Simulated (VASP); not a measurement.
# TiO2 (C2/m) in VASP: a series of runs, part 2 of 3

VASP 6.6.1.

## Step 3: Single point, BLYP

This run uses another cell than the first one, of 12.46 Å³/atom.

The input, INCAR:

```
PREC = Accurate ; ENCUT = 520
EDIFF = 1E-6 ; ISMEAR = -1
SIGMA = 0.05 ; LREAL = F
LASPH = T ; NELM = 100
ALGO = Normal ; ISIF = 2
LWAVE = F ; LCHARG = F
GGA = B5 ; ALDAX = 1.0
AGGAX = 1.0 ; AGGAC = 1.0
ALDAC = 0.0 ; NBANDS = 60
```

The input, KPOINTS:

```
regular mesh
0
Gamma
  8 8 4
```

The input, POSCAR:

```
TiO2
1.0
    6.1815768013     -1.8848450971     -0.0141068116
    6.1815768013      1.8848450971     -0.0141068116
   -1.9516091372      0.0000000000      6.4200004269
Ti O
4 8
Direct
    0.8998149098      0.8998149098      0.2876729287
    0.1925815787      0.1925815787      0.2788332819
    0.1001850902      0.1001850902      0.7123270713
    0.8074184213      0.8074184213      0.7211667181
    0.3608508701      0.3608508701      0.2911915226
    0.2649923536      0.2649923536      0.6574217244
    0.8688088400      0.8688088400      0.9966842630
    0.7350076464      0.7350076464      0.3425782756
    0.9421220460      0.9421220460      0.6305902076
    0.1311911600      0.1311911600      0.0033157370
    0.6391491299      0.6391491299      0.7088084774
    0.0578779540      0.0578779540      0.3694097924
```

Potentials or basis: VASP PAW PBE potentials, release 64 (Ti_sv, O).

On the command line:

```
$ cat potpaw_PBE.64/Ti_sv/POTCAR potpaw_PBE.64/O/POTCAR > POTCAR
$ mpirun -np 1 vasp_std > vasp.out
```

OUTCAR:

```text
PREC = Accurate
   ENCUT = 520
   EDIFF = 1E-6
   ISMEAR = -1
   LREAL = F
   LASPH = T
   NELM = 100
   ISIF = 2
   GGA = B5

 ion  position               nearest neighbor table
   1  0.900  0.900  0.288-  12 1.87   7 1.88   5 1.95   5 1.95   8 2.17   9 2.21
   2  0.193  0.193  0.279-  10 1.78  12 1.93   8 1.97   8 1.97   5 2.06   6 2.43
   3  0.100  0.100  0.712-   9 1.87  10 1.88  11 1.95  11 1.95   6 2.17  12 2.21
   4  0.807  0.807  0.721-   7 1.78   9 1.93   6 1.97   6 1.97  11 2.06   8 2.43
   5  0.361  0.361  0.291-   1 1.95   1 1.95   2 2.06
   6  0.265  0.265  0.657-   4 1.97   4 1.97   3 2.17   2 2.43
   7  0.869  0.869  0.997-   4 1.78   1 1.88
   8  0.735  0.735  0.343-   2 1.97   2 1.97   1 2.17   4 2.43
   9  0.942  0.942  0.631-   3 1.87   4 1.93   1 2.21
  10  0.131  0.131  0.003-   2 1.78   3 1.88
  11  0.639  0.639  0.709-   3 1.95   3 1.95   4 2.06
  12  0.058  0.058  0.369-   1 1.87   2 1.93   3 2.21

  LATTYP: Found a base centered monoclinic cell.
 ALAT       =    12.3631857953
 B/A-ratio  =     0.3049125247
 C/A-ratio  =     0.5427468990
 COS(beta)  =    -0.2930299949

  Lattice vectors:

 A1 = (   6.1815768013,  -1.8848450971,  -0.0141068116)
 A2 = (   6.1815768013,   1.8848450971,  -0.0141068116)
 A3 = (  -1.9516091372,   0.0000000000,   6.4200004269)

Analysis of symmetry for initial positions (statically):
=====================================================================
 Subroutine PRICEL returns:
 Original cell was already a primitive cell.

 Routine SETGRP: Setting up the symmetry group for a
 base centered monoclinic supercell.

 Subroutine GETGRP returns: Found  4 space group operations
 (whereof  4 operations were pure point group operations)
 out of a pool of  4 trial point group operations.

The static configuration has the point symmetry C_2h.

Analysis of symmetry for dynamics (positions and initial velocities):
=====================================================================
 Subroutine PRICEL returns:
 Original cell was already a primitive cell.

 Routine SETGRP: Setting up the symmetry group for a
 base centered monoclinic supercell.

 Subroutine GETGRP returns: Found  4 space group operations
 (whereof  4 operations were pure point group operations)
 out of a pool of  4 trial point group operations.

The dynamic configuration has the point symmetry C_2h.

 Subroutine INISYM returns: Found  4 space group operations
 (whereof  4 operations are pure point group operations),
 and found     1 'primitive' translations

----------------------------------------------------------------------------------------

                                     Primitive cell

  volume of cell :     149.4991

  direct lattice vectors                    reciprocal lattice vectors
     6.181576801 -1.884845097 -0.014106812     0.080941663 -0.265273789  0.024605370
     6.181576801  1.884845097 -0.014106812     0.080941663  0.265273789  0.024605370
    -1.951609137  0.000000000  6.420000427     0.000355710  0.000000000  0.155871361

[... 58 lines left out ...]
 Following reciprocal coordinates:
            Coordinates               Weight
  0.000000  0.000000  0.000000      1.000000
  0.125000 -0.000000  0.000000      4.000000
  0.250000 -0.000000  0.000000      4.000000
  0.375000 -0.000000 -0.000000      4.000000
  0.500000 -0.000000  0.000000      2.000000
  0.125000  0.125000  0.000000      2.000000
[... 16 lines left out ...]
  0.125000 -0.000000  0.250000      4.000000
  0.250000 -0.000000  0.250000      4.000000
 [... further k-points ...]
   k-points           NKPTS =     78   k-points in BZ     NKDIM =     78   number of bands    NBANDS=     60
   number of dos      NEDOS =    301   number of ions     NIONS =     12
   total plane-waves  NPLWV = 115200
   dimension x,y,z NGX =    48 NGY =   48 NGZ =   50
   dimension x,y,z NGXF=    96 NGYF=   96 NGZF=  100
   ions per type =               4   8
   NGX,Y,Z   is equivalent  to a cutoff of  12.35, 12.35, 12.39 a.u.
   NGXF,Y,Z  is equivalent  to a cutoff of  24.70, 24.70, 24.78 a.u.
 SYSTEM =  unknown system
   PREC   = accura    normal or accurate (medium, high low for compatibility)
   ISTART =      0    job   : 0-new  1-cont  2-samecut
   ICHARG =      2    charge: 1-file 2-atom 10-const
   ISPIN  =      1    spin polarized calculation?
   LNONCOLLINEAR =      F non collinear calculations
   LSORBIT =      F    spin-orbit coupling
   LASPH  =      T    aspherical Exc in radial PAW
   ENCUT  =  520.0 eV  38.22 Ry    6.18 a.u.  12.02 12.02 12.48*2*pi/ulx,y,z
   NELM   =    100;   NELMIN=  2; NELMDL= -5     # of ELM steps
   EDIFF  = 0.1E-05   stopping-criterion for ELM
   LREAL  =      F    real-space projection
   EDIFFG = 0.1E-04   stopping-criterion for IOM
   NSW    =      0    number of steps for IOM
   IBRION =     -1    ionic relax: 0-MD 1-quasi-New 2-CG
   NFREE  =      0    steps in history (QN), initial steepest desc. (CG)
   ISIF   =      2    stress and relaxation
   ISYM   =      2    0-nonsym 1-usesym 2-fastsym
   POTIM  = 0.5000    time-step for ionic-motion
   TEBEG  =    0.0;   TEEND  =   0.0 temperature during run
   PSTRESS=    0.0 pullay stress
   NELECT =      96.0000    total number of electrons
   NUPDOWN=      -1.0000    fix difference up-down
   EMIN   =  10.00;   EMAX   =-10.00  energy-range for DOS
   EFERMI =   0.00;   METHOD = LEGACY
   ISMEAR =    -1;   SIGMA  =   0.05  broadening in eV -4-tet -1-fermi 0-gaus
   EFERMI_NEDOS =   21; number of points for ismear=-14 and -15
   IALGO  =     38    algorithm
   IMIX   =      4    mixing-type and parameters
     AMIX     =   0.40;   BMIX     =  1.00
     AMIX_MAG =   1.60;   BMIX_MAG =  1.00
  volume/ion in A,a.u.               =      12.46        84.07
  Fermi-wavevector in a.u.,A,eV,Ry     =   1.412383  2.669016 27.141239  1.994825
  Thomas-Fermi vector in A             =   2.534137
   LORBIT       =      0    0 simple, 1 ext, 2 COOP (PROOUT), +10 PAW based schemes
   GGA     = B5    functional components
   LHFCALC =     F    Hartree Fock is set to
   AEXX    =    0.0000 exact exchange contribution
   IVDW    =     0    specifies the selected vdW correction
   LEPSILON=     F    determine dielectric tensor
   LRPA    =     F    only Hartree local field effects (RPA)
 non-spin polarized calculation
  energy-cutoff  :      520.00
  volume of cell :      149.50
 maximum number of plane-waves:      4050
   NGX = 25   NGY = 25   NGZ = 25

 number of electron      95.9999993 magnetization

 Free energy of the ion-electron system (eV)
  ---------------------------------------------------
  ext. energy  EPLUGINS =         0.00000000
  ---------------------------------------------------
  free energy    TOTEN  =      -103.65647303 eV

  energy without entropy =     -103.65647303  energy(sigma->0) =     -103.65647303

 E-fermi :   3.7432     XC(G=0):  -9.8088

 val. band max:        2.6093850654   @ k =  -0.2500   0.2500   0.5000
 cond. band min:       5.2738299620   @ k =   0.0000   0.0000   0.0000
 fundamental gap:      2.6644448966
 Fermi energy:         3.7432177095

 k-point     1 :       0.0000    0.0000    0.0000
  band No.  band energies     occupation
      1     -53.4534      2.00000
      2     -53.4443      2.00000
      3     -53.3312      2.00000
      4     -53.3268      2.00000
      5     -29.9681      2.00000
      6     -29.9183      2.00000
[... 1501 lines left out ...]
     59       7.0849      0.00000
     60       7.0936      0.00000

 [... further k-points ...]
[... 5 lines left out ...]
  --------------------------------------------------------------------------------------
  -------------------------------------------------------------------------------------
  Total        0.8609142      0.8155654      1.1475456      0.0000000      0.0000000      0.0919413
  in kB        9.2263914      8.7403895     12.2982110      0.0000000      0.0000000      0.9853316
  external PRESSURE =      10.0883306 kB  Pullay stress =       0.0000000 kB

 VOLUME and BASIS-vectors are now :
 -----------------------------------------------------------------------------
  energy-cutoff  :      520.00
  volume of cell :      149.50
      direct lattice vectors                 reciprocal lattice vectors
     6.181576801 -1.884845097 -0.014106812     0.080941663 -0.265273789  0.024605370
     6.181576801  1.884845097 -0.014106812     0.080941663  0.265273789  0.024605370
    -1.951609137  0.000000000  6.420000427     0.000355710  0.000000000  0.155871361

 POSITION                                       TOTAL-FORCE (eV/Angst)
 -----------------------------------------------------------------------------------
     10.56312      0.00000      1.82147        -0.064429      0.000000      0.057377
      1.83674      0.00000      1.78468         0.024505      0.000000      0.155223
     -0.15158      0.00000      4.57031         0.064429      0.000000     -0.057377
      8.57480      0.00000      4.60711        -0.024505      0.000000     -0.155223
      3.89296      0.00000      1.85927         0.004856      0.000000     -0.000630
      1.99311      0.00000      4.21317        -0.005410      0.000000     -0.021005
      8.79608      0.00000      6.37420         0.030803      0.000000      0.092276
      8.41843      0.00000      2.17862         0.005410      0.000000      0.021005
     10.41693      0.00000      4.02181        -0.048810      0.000000     -0.034769
      1.61547      0.00000      0.01759        -0.030803      0.000000     -0.092276
      6.51858      0.00000      4.53252        -0.004856      0.000000      0.000630
     -0.00539      0.00000      2.36998         0.048810      0.000000      0.034769
 -----------------------------------------------------------------------------------
    total drift:                                0.000000     -0.000000     -0.000000

  FREE ENERGIE OF THE ION-ELECTRON SYSTEM (eV)
  ---------------------------------------------------
  free  energy   TOTEN  =      -103.6564730302 eV

  energy  without entropy=     -103.6564730301  energy(sigma->0) =     -103.65647303
```

Run time: 10 min. Hardware: 1 thread of Intel Xeon 6975P-C (Granite Rapids), shared host; peak memory 0.66 GiB.

What came out:

```yaml
Free_energy: -103.6565 eV
Pressure: 1.0 GPa
Largest_force: 0.157 eV/Å
Band_gap_on_the_k_mesh: 2.66 eV (least direct gap 2.84 eV)
```

Forces on the atoms (eV/Å):
```
Ti  -0.064  0.000  0.057
Ti   0.025  0.000  0.155
Ti   0.064  0.000 -0.057
Ti  -0.025  0.000 -0.155
O    0.005  0.000 -0.001
O   -0.005  0.000 -0.021
O    0.031  0.000  0.092
O    0.005  0.000  0.021
O   -0.049  0.000 -0.035
O   -0.031  0.000 -0.092
O   -0.005  0.000  0.001
O    0.049  0.000  0.035
```

Caveat: the PAW data sets were made with another functional, which shifts forces and pressure a little.

(Part 2 of 3 ends here.)
